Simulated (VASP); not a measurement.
# Li (Im-3m) in VASP: a series of runs

Li is run at these levels: LDA; tasks: electric field gradients.

Program: VASP 6.6.1. These are calculated values, not measurements. Logs are shortened: lines on timing, memory, paths and dates and some standing lists are left out, and cuts for length are marked.

**1. The cell of the first run**

It takes space group Im-3m (No. 229, cubic). The conventional cell has a = 3.500 Å, b = 3.500 Å, c = 3.500 Å, α = 90.00°, β = 90.00°, γ = 90.00°. Within 4.0 Å of Li (site symmetry m-3m) lie 14 Li at 3.03 to 3.50 Å.

**2. Electric field gradients, LDA**

File INCAR:

```
PREC = Accurate ; ENCUT = 520
EDIFF = 1E-8 ; ISMEAR = -1
SIGMA = 0.05 ; LREAL = F
LASPH = T ; NELM = 80
ALGO = Normal ; ISIF = 2
LWAVE = F ; LCHARG = F
LEFG = T ; NBANDS = 8
```

File KPOINTS:

```
Automatic mesh
0
Gamma
  13 13 13
```

File POSCAR:

```
Li
1.0
   -1.7500000000      1.7500000000      1.7500000000
    1.7500000000     -1.7500000000      1.7500000000
    1.7500000000      1.7500000000     -1.7500000000
Li
1
Direct
    0.0000000000      0.0000000000      0.0000000000
```

Potentials or basis: VASP PAW LDA potentials, release 64 (Li_sv).

Started as:

```console
$ cat potpaw_LDA.64/Li_sv/POTCAR > POTCAR
$ mpirun -np 1 vasp_std > vasp.out
```

OUTCAR:

```text
PREC = Accurate
   ENCUT = 520
   EDIFF = 1E-8
   ISMEAR = -1
   LREAL = F
   LASPH = T
   NELM = 80
   ISIF = 2

 ion  position               nearest neighbor table
   1  0.000  0.000  0.000-

  LATTYP: Found a body centered cubic cell.
 ALAT       =     3.5000000000

  Lattice vectors:

 A1 = (  -1.7500000000,   1.7500000000,   1.7500000000)
 A2 = (   1.7500000000,  -1.7500000000,   1.7500000000)
 A3 = (   1.7500000000,   1.7500000000,  -1.7500000000)

Analysis of symmetry for initial positions (statically):
=====================================================================
 Subroutine PRICEL returns:
 Original cell was already a primitive cell.

 Routine SETGRP: Setting up the symmetry group for a
 body centered cubic supercell.

 Subroutine GETGRP returns: Found 48 space group operations
 (whereof 48 operations were pure point group operations)
 out of a pool of 48 trial point group operations.

The static configuration has the point symmetry O_h .

Analysis of symmetry for dynamics (positions and initial velocities):
=====================================================================
 Subroutine PRICEL returns:
 Original cell was already a primitive cell.

 Routine SETGRP: Setting up the symmetry group for a
 body centered cubic supercell.

 Subroutine GETGRP returns: Found 48 space group operations
 (whereof 48 operations were pure point group operations)
 out of a pool of 48 trial point group operations.

The dynamic configuration has the point symmetry O_h .

 Subroutine INISYM returns: Found 48 space group operations
 (whereof 48 operations are pure point group operations),
 and found     1 'primitive' translations

----------------------------------------------------------------------------------------

                                     Primitive cell

  volume of cell :      21.4375

  direct lattice vectors                    reciprocal lattice vectors
    -1.750000000  1.750000000  1.750000000     0.000000000  0.285714286  0.285714286
     1.750000000 -1.750000000  1.750000000     0.285714286  0.000000000  0.285714286
     1.750000000  1.750000000 -1.750000000     0.285714286  0.285714286  0.000000000

  length of vectors
     3.031088913  3.031088913  3.031088913     0.404061018  0.404061018  0.404061018

  position of ions in fractional coordinates (direct lattice)
     0.000000000  0.000000000  0.000000000

  ion indices of the primitive-cell ions
   primitive index   ion index
                 1           1

----------------------------------------------------------------------------------------

 KPOINTS: Automatic mesh

Automatic generation of k-mesh.
 Grid dimensions read from file:
 generate k-points for:   13   13   13

 Generating k-lattice:

  Cartesian coordinates                     Fractional coordinates (reciprocal lattice)
     0.000000000  0.021978022  0.021978022     0.076923077  0.000000000  0.000000000
     0.021978022  0.000000000  0.021978022     0.000000000  0.076923077  0.000000000
     0.021978022  0.021978022  0.000000000     0.000000000  0.000000000  0.076923077

  Length of vectors
     0.031081617  0.031081617  0.031081617

  Shift w.r.t. Gamma in fractional coordinates (k-lattice)
     0.000000000  0.000000000  0.000000000

 Subroutine IBZKPT returns following result:
 ===========================================

 Found     84 irreducible k-points:

 Following reciprocal coordinates:
            Coordinates               Weight
  0.000000  0.000000  0.000000      1.000000
  0.076923  0.000000  0.000000     12.000000
  0.153846  0.000000  0.000000     12.000000
  0.230769  0.000000  0.000000     12.000000
  0.307692  0.000000  0.000000     12.000000
  0.384615  0.000000  0.000000     12.000000
[... 16 lines left out ...]
  0.153846  0.076923  0.076923     24.000000
  0.230769  0.076923  0.076923     24.000000
 [... further k-points ...]
   k-points           NKPTS =     84   k-points in BZ     NKDIM =     84   number of bands    NBANDS=      8
   number of dos      NEDOS =    301   number of ions     NIONS =      1
   total plane-waves  NPLWV =  13824
   dimension x,y,z NGX =    24 NGY =   24 NGZ =   24
   dimension x,y,z NGXF=    48 NGYF=   48 NGZF=   48
   ions per type =               1
   NGX,Y,Z   is equivalent  to a cutoff of  13.16, 13.16, 13.16 a.u.
   NGXF,Y,Z  is equivalent  to a cutoff of  26.33, 26.33, 26.33 a.u.
 SYSTEM =  unknown system
   PREC   = accura    normal or accurate (medium, high low for compatibility)
   ISTART =      0    job   : 0-new  1-cont  2-samecut
   ICHARG =      2    charge: 1-file 2-atom 10-const
   ISPIN  =      1    spin polarized calculation?
   LNONCOLLINEAR =      F non collinear calculations
   LSORBIT =      F    spin-orbit coupling
   LASPH  =      T    aspherical Exc in radial PAW
   ENCUT  =  520.0 eV  38.22 Ry    6.18 a.u.   5.64  5.64  5.64*2*pi/ulx,y,z
   NELM   =     80;   NELMIN=  2; NELMDL= -5     # of ELM steps
   EDIFF  = 0.1E-07   stopping-criterion for ELM
   LREAL  =      F    real-space projection
   EDIFFG = 0.1E-06   stopping-criterion for IOM
   NSW    =      0    number of steps for IOM
   IBRION =     -1    ionic relax: 0-MD 1-quasi-New 2-CG
   NFREE  =      0    steps in history (QN), initial steepest desc. (CG)
   ISIF   =      2    stress and relaxation
   ISYM   =      2    0-nonsym 1-usesym 2-fastsym
   POTIM  = 0.5000    time-step for ionic-motion
   TEBEG  =    0.0;   TEEND  =   0.0 temperature during run
   PSTRESS=    0.0 pullay stress
   NELECT =       3.0000    total number of electrons
   NUPDOWN=      -1.0000    fix difference up-down
   EMIN   =  10.00;   EMAX   =-10.00  energy-range for DOS
   EFERMI =   0.00;   METHOD = LEGACY
   ISMEAR =    -1;   SIGMA  =   0.05  broadening in eV -4-tet -1-fermi 0-gaus
   EFERMI_NEDOS =   21; number of points for ismear=-14 and -15
   IALGO  =     38    algorithm
   IMIX   =      4    mixing-type and parameters
     AMIX     =   0.40;   BMIX     =  1.00
     AMIX_MAG =   1.60;   BMIX_MAG =  1.00
  volume/ion in A,a.u.               =      21.44       144.67
  Fermi-wavevector in a.u.,A,eV,Ry     =   0.849944  1.606162  9.828924  0.722406
  Thomas-Fermi vector in A             =   1.965845
   LORBIT       =      0    0 simple, 1 ext, 2 COOP (PROOUT), +10 PAW based schemes
   GGA     = CA    functional components
   LHFCALC =     F    Hartree Fock is set to
   AEXX    =    0.0000 exact exchange contribution
   IVDW    =     0    specifies the selected vdW correction
   LEPSILON=     F    determine dielectric tensor
   LRPA    =     F    only Hartree local field effects (RPA)
 non-spin polarized calculation
  energy-cutoff  :      520.00
  volume of cell :       21.44
 maximum number of plane-waves:       603
   NGX = 11   NGY = 11   NGZ = 11

 number of electron       2.9999991 magnetization

 Free energy of the ion-electron system (eV)
  ---------------------------------------------------
  ext. energy  EPLUGINS =         0.00000000
  ---------------------------------------------------
  free energy    TOTEN  =        -2.03533064 eV

  energy without entropy =       -2.03151388  energy(sigma->0) =       -2.03342226

 E-fermi :   0.5059     XC(G=0):  -7.0043

 val. band max:        0.4757307099   @ k =  -0.3846   0.4615   0.0769
 cond. band min:       0.5239996841   @ k =   0.4615   0.0000   0.0000
 fundamental gap:      0.0482689742
 Fermi energy:         0.5058660357

 k-point     1 :       0.0000    0.0000    0.0000
  band No.  band energies     occupation
      1     -45.2830      2.00000
      2      -2.9776      2.00000
      3      14.2241      0.00000
      4      14.2241      0.00000
      5      14.2241      0.00000
      6      19.1248      0.00000
      7      19.1248      0.00000
      8      19.1248      0.00000

 k-point     2 :       0.0769    0.0000    0.0000
  band No.  band energies     occupation
      1     -45.2819      2.00000
      2      -2.8694      2.00000
      3      13.5431      0.00000
      4      13.7331      0.00000
      5      14.0540      0.00000
      6      17.7433      0.00000
      7      17.9491      0.00000
      8      19.3089      0.00000
[... 221 lines left out ...]
 k-point    23 :       0.1538    0.0769    0.0769
  band No.  band energies     occupation
      1     -45.2741      2.00000
      2      -1.7892      2.00000
      3       9.4285      0.00000
      4      10.7979      0.00000
      5      11.0023      0.00000
      6      17.1969      0.00000
      7      17.3853      0.00000
      8      20.3773      0.00000

 k-point    24 :       0.2308    0.0769    0.0769
  band No.  band energies     occupation
      1     -45.2703      2.00000
      2      -1.0380      2.00000
      3       7.2071      0.00000
      4      10.0380      0.00000
      5      10.3874      0.00000
      6      17.0248      0.00000
      7      17.6050      0.00000
      8      20.6578      0.00000

 [... further k-points ...]

------------------------ aborting loop because EDIFF is reached ----------------------------------------

  FORCE on cell =-STRESS in cart. coord.  units (eV):
  Direction    XX          YY          ZZ          XY          YZ          ZX
  --------------------------------------------------------------------------------------
  -------------------------------------------------------------------------------------
  Total       -0.2126273     -0.2126273     -0.2126273     -0.0000000     -0.0000000      0.0000000
  in kB      -15.8911536    -15.8911536    -15.8911536     -0.0000000     -0.0000000      0.0000000
  external PRESSURE =     -15.8911536 kB  Pullay stress =       0.0000000 kB

 VOLUME and BASIS-vectors are now :
 -----------------------------------------------------------------------------
  energy-cutoff  :      520.00
  volume of cell :       21.44
      direct lattice vectors                 reciprocal lattice vectors
    -1.750000000  1.750000000  1.750000000     0.000000000  0.285714286  0.285714286
     1.750000000 -1.750000000  1.750000000     0.285714286  0.000000000  0.285714286
     1.750000000  1.750000000 -1.750000000     0.285714286  0.285714286  0.000000000

 POSITION                                       TOTAL-FORCE (eV/Angst)
 -----------------------------------------------------------------------------------
      0.00000      0.00000      0.00000        -0.000000      0.000000     -0.000000
 -----------------------------------------------------------------------------------
    total drift:                               -0.000000      0.000000     -0.000000

  FREE ENERGIE OF THE ION-ELECTRON SYSTEM (eV)
  ---------------------------------------------------
  free  energy   TOTEN  =        -2.0353306428 eV

  energy  without entropy=       -2.0315138787  energy(sigma->0) =       -2.03342226

 Electric field gradients (V/A^2)
---------------------------------------------------------------------
 ion       V_xx      V_yy      V_zz      V_xy      V_xz      V_yz
---------------------------------------------------------------------
   1      -0.000    -0.000    -0.000     0.004     0.004     0.004
---------------------------------------------------------------------

 Electric field gradients after diagonalization (V/A^2)
 (convention: |V_zz| > |V_xx| > |V_yy|)
----------------------------------------------------------------------
 ion       V_xx      V_yy      V_zz     asymmetry (V_yy - V_xx)/ V_zz
----------------------------------------------------------------------
   1      -0.004    -0.004     0.008       0.000
----------------------------------------------------------------------

           NMR quadrupolar parameters

 Cq : quadrupolar parameter    Cq=e*Q*V_zz/h
 eta: asymmetry parameters     (V_yy - V_xx)/ V_zz
 Q  : nuclear electric quadrupole moment in mb (millibarn)
----------------------------------------------------------------------
 ion       Cq(MHz)       eta       Q (mb)
----------------------------------------------------------------------
   1       0.000       0.000       1.000
----------------------------------------------------------------------
```

Run time: 8.7 s. Hardware: 1 thread of Intel Xeon 8259CL, shared host; peak memory 0.12 GiB.

Results:

```
Free energy                             : -2.0353 eV
Band gap on the k mesh                  : zero (an odd number of electrons rules out a gap without spin polarisation)
Largest electric field gradient by atom : zero within the noise of the run
```

Levels at points of the mesh, in eV from the Fermi level:
```tsv
k point	band 1	band 2	band 3	band 4	band 5
(0.00, 0.00, 0.00)	-45.79	-3.48	13.72	13.72	13.72
```

Caveat: the cutoff is under 1.25 times the usual one of these potentials, so pressure, stress and relaxed cells hold a basis-set (Pulay) error.

**3. Electric field gradients, LDA (21.22 Å³/atom)**

This run uses another cell than the first one, of 21.22 Å³/atom.

File INCAR:

```
PREC = Accurate
ENCUT = 520
EDIFF = 1E-8
ISMEAR = -1
SIGMA = 0.05
LREAL = False
LASPH = True
NELM = 60
ALGO = Normal
ISIF = 2
LWAVE = False
LCHARG = False
LEFG = True
NBANDS = 8
```

KPOINTS is that of step 2.

File POSCAR:

```
Li
1.0
   -1.7441471135      1.7441471135      1.7441471135
    1.7441471135     -1.7441471135      1.7441471135
    1.7441471135      1.7441471135     -1.7441471135
Li
1
Direct
    0.0000000000      0.0000000000      0.0000000000
```

Potentials or basis: VASP PAW LDA potentials, release 64 (Li_sv).

Started as:

```console
$ cat potpaw_LDA.64/Li_sv/POTCAR > POTCAR
$ mpirun -np 1 vasp_std > vasp.out
```

OUTCAR:

```text
PREC = Accurate
   ENCUT = 520
   EDIFF = 1E-8
   ISMEAR = -1
   LREAL = False
   LASPH = True
   NELM = 60
   ISIF = 2

 ion  position               nearest neighbor table
   1  0.000  0.000  0.000-

  LATTYP: Found a body centered cubic cell.
 ALAT       =     3.4882942270

  Lattice vectors:

 A1 = (  -1.7441471135,   1.7441471135,   1.7441471135)
[... 469 lines left out ...]
 -----------------------------------------------------------------------------------
    total drift:                               -0.000000      0.000000     -0.000000

  FREE ENERGIE OF THE ION-ELECTRON SYSTEM (eV)
  ---------------------------------------------------
  free  energy   TOTEN  =        -2.0372350574 eV

  energy  without entropy=       -2.0334394139  energy(sigma->0) =       -2.03533724

 Electric field gradients (V/A^2)
---------------------------------------------------------------------
 ion       V_xx      V_yy      V_zz      V_xy      V_xz      V_yz
---------------------------------------------------------------------
   1      -0.000    -0.000    -0.000     0.004     0.004     0.004
---------------------------------------------------------------------

 Electric field gradients after diagonalization (V/A^2)
 (convention: |V_zz| > |V_xx| > |V_yy|)
----------------------------------------------------------------------
 ion       V_xx      V_yy      V_zz     asymmetry (V_yy - V_xx)/ V_zz
----------------------------------------------------------------------
   1      -0.004    -0.004     0.009       0.000
----------------------------------------------------------------------

           NMR quadrupolar parameters

 Cq : quadrupolar parameter    Cq=e*Q*V_zz/h
 eta: asymmetry parameters     (V_yy - V_xx)/ V_zz
 Q  : nuclear electric quadrupole moment in mb (millibarn)
----------------------------------------------------------------------
 ion       Cq(MHz)       eta       Q (mb)
----------------------------------------------------------------------
   1       0.000       0.000       1.000
----------------------------------------------------------------------
```

OSZICAR:

```text
N       E                     dE             d eps       ncg     rms          rms(c)
DAV:   1    -0.151908923901E+00   -0.15191E+00   -0.69725E+02  1352   0.254E+02
DAV:   2    -0.201270432374E+01   -0.18608E+01   -0.18069E+01  1984   0.345E+01
DAV:   3    -0.203847578631E+01   -0.25771E-01   -0.25771E-01  1520   0.343E+00
DAV:   4    -0.203883864193E+01   -0.36286E-03   -0.36286E-03  2056   0.345E-01
DAV:   5    -0.203883946318E+01   -0.82125E-06   -0.82119E-06  1608   0.142E-02    0.246E-01
DAV:   6    -0.203777050724E+01    0.10690E-02   -0.36906E-04  2248   0.774E-02    0.137E-01
DAV:   7    -0.203723287305E+01    0.53763E-03   -0.80082E-04  2264   0.119E-01    0.273E-02
DAV:   8    -0.203723485959E+01   -0.19865E-05   -0.12066E-05  1432   0.283E-02    0.121E-03
DAV:   9    -0.203723503385E+01   -0.17425E-06   -0.35041E-07  2088   0.489E-03    0.480E-04
DAV:  10    -0.203723506559E+01   -0.31747E-07   -0.48786E-08  1680   0.120E-03    0.325E-04
DAV:  11    -0.203723505739E+01    0.82014E-08   -0.49648E-09   824   0.424E-04
   1 F= -.20372351E+01 E0= -.20353372E+01  d E =-.379564E-02
```

stdout:

```text
POSCAR found type information on POSCAR Li
 POSCAR found :  1 types and       1 ions
 scaLAPACK will be used
 LDA part: xc-table for (Slater(with rela. corr.)+CA(PZ))
 , standard interpolation
 POSCAR, INCAR and KPOINTS ok, starting setup
 FFT: planning ... GRIDC
 FFT: planning ... GRID_SOFT
 FFT: planning ... GRID
 WAVECAR not read
 entering main loop
ion   1
```

Wall time 9.1 s (1 thread of Intel Xeon Platinum 8375C at 2.90GHz (Ice Lake), shared host); peak memory 0.12 GiB.

Results:

- Free energy: -2.0372 eV
- Band gap on the k mesh: zero (an odd number of electrons rules out a gap without spin polarisation)
- Largest electric field gradient by atom: zero within the noise of the run

Levels at points of the mesh, in eV from the Fermi level:
```csv
k point,band 1,band 2,band 3,band 4,band 5
"(0.00, 0.00, 0.00)",-45.77,-3.50,13.82,13.82,13.82
```

Caveat: the cutoff is under 1.25 times the usual one of these potentials, so pressure, stress and relaxed cells hold a basis-set (Pulay) error.

(Continued in part 2 of 2.)
